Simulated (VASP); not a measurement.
Wanted: the native input for a VASP 6.6.1 run.

```yaml
Task: single point
Functional: LDA
Potentials_or_basis: VASP PAW LDA potentials, release 64 (Ta_pv, N)
Cutoff: 520 eV
k_mesh: 5 × 5 × 8
Occupations: fermi-dirac, width 0.1 eV
Spin: no spin polarisation
Dipole_correction: no
Further_INCAR_settings: ALGO = Normal; EDIFF = 1e-06; NBANDS = 33
```

The structure of TaN lies in POSCAR:

```
TaN
1.0
    5.1960000000      0.0000000000      0.0000000000
   -2.5980000000      4.4998680000      0.0000000000
    0.0000000000      0.0000000000      2.9110000000
Ta N
3 3
Direct
    0.3333333333      0.6666666667      0.5000000000
    0.6666666667      0.3333333333      0.5000000000
    0.0000000000      0.0000000000      0.0000000000
    0.3928500000      0.0000000000      0.0000000000
    0.6071500000      0.6071500000      0.0000000000
    0.0000000000      0.3928500000      0.0000000000
```

These files were run (other wordings do the same):

INCAR

```
SYSTEM = TaN
PREC = Accurate ; ENCUT = 520
EDIFF = 1E-6 ; ISMEAR = -1
SIGMA = 0.1 ; LREAL = .FALSE.
LASPH = .TRUE. ; NELM = 100
ALGO = Normal ; ISIF = 2
LWAVE = .FALSE. ; LCHARG = .FALSE.
NBANDS = 33
```

KPOINTS

```
regular mesh
0
G
  5 5 8
  0 0 0
```

Potentials or basis: VASP PAW LDA potentials, release 64 (Ta_pv, N).

The run is started by

```console
$ cat potpaw_LDA.64/Ta_pv/POTCAR potpaw_LDA.64/N/POTCAR > POTCAR
$ mpirun -np 1 vasp_std > vasp.out
```

Results of the run:

```
Pressure               : -8.3 GPa
Largest force          : 0.060 eV/Å
Band gap on the k mesh : zero (band 24 reaches 10.07 eV, above the bottom of band 25 at 6.99 eV)
```

Caveat: spin-orbit coupling is left out, which moves the levels of the heavy elements.

It took 67 s on 1 thread of Intel(R) Xeon(R) Platinum 8259CL CPU @ 2.50GHz (Skylake/Cascade Lake), on a shared host, peak memory 0.18 GiB.
